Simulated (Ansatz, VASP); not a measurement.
ZnS: VASP beside Ansatz

File INCAR:

```
ALGO = Normal ; EDIFF = 1E-7
ENCUT = 520 ; GGA = PE
ISIF = 2 ; ISMEAR = 0
LASPH = True ; LCHARG = False
LREAL = False ; LWAVE = False
NBANDS = 46 ; NELM = 100
PREC = Accurate ; SIGMA = 0.05
```

KPOINTS

```
k-points
0
Gamma
  12 12 2
```

File POSCAR:

```
ZnS
1.0
    3.8467234474      0.0000000000      0.0000000000
   -1.9233617237      3.3313602268      0.0000000000
    0.0000000000      0.0000000000     12.5902250312
Zn S
4 4
Direct
    0.0000000000      0.0000000000     -0.0178206595
    0.0000000000      0.0000000000      0.4821793405
    0.3333333333      0.6666666667      0.2678600685
    0.6666666667      0.3333333333      0.7678600685
    0.0000000000      0.0000000000      0.1831390708
    0.0000000000      0.0000000000      0.6831390708
    0.3333333333      0.6666666667      0.4418583652
    0.6666666667      0.3333333333      0.9418583652
```

Input for Ansatz:

```yaml
crystal:
  lattice:
    - [3.8467234474, 0.0, 0.0]
    - [-1.9233617237, 3.3313602268, 0.0]
    - [0.0, 0.0, 12.5902250312]
  atoms:
    - { symbol: Zn, position: [0.0, 0.0, -0.0178206595] }
    - { symbol: Zn, position: [0.0, 0.0, 0.4821793405] }
    - { symbol: Zn, position: [0.3333333333, 0.6666666667, 0.2678600685] }
    - { symbol: Zn, position: [0.6666666667, 0.3333333333, 0.7678600685] }
    - { symbol: S, position: [0.0, 0.0, 0.1831390708] }
    - { symbol: S, position: [0.0, 0.0, 0.6831390708] }
    - { symbol: S, position: [0.3333333333, 0.6666666667, 0.4418583652] }
    - { symbol: S, position: [0.6666666667, 0.3333333333, 0.9418583652] }
basis:
  ecutwfc: 420
kpoints:
  mp_grid: { grid: [12, 12, 2] }
hamiltonian:
  xc: pbe
scf:
  occupations: { method: gaussian, width: 0.05 }
output:
  forces: true
  stress: true
  eigenvalues: true
```

Change from the starting cell: mode 12 (188.4 1/cm) frozen in, largest displacement -0.225 Å.

Alike in both runs: task single point; functional PBE; k mesh 12 × 12 × 2; occupations gaussian, width 0.05 eV; no spin polarisation.

|  | VASP | Ansatz |
| --- | --- | --- |
| version | VASP 6.6.1 | Ansatz 0.2.0 |
| potentials or method | VASP PAW PBE potentials, release 64 (Zn, S), cutoff 520 eV | scalar-relativistic, plane waves, PAW |
| valence electrons in the cell | 72 | 72 |

|  | VASP | Ansatz | Ansatz less VASP |
| --- | --- | --- | --- |
| gap on the k mesh at the Fermi level (eV) | 1.40 | 1.40 | +0.006 |
| least direct gap on the mesh (eV) | 1.40 | 1.40 | +0.006 |
| pressure (GPa) | 1.2 | 1.0 | -0.16 |
| traceless stress, the component that is largest in VASP (GPa) | 0.24 | 0.26 | +0.016 |
| rms of the force components (eV/Å) | 0.844 | 0.838 | -0.0066 |

Atom by atom the forces differ by 0.008 eV/Å (rms over components).
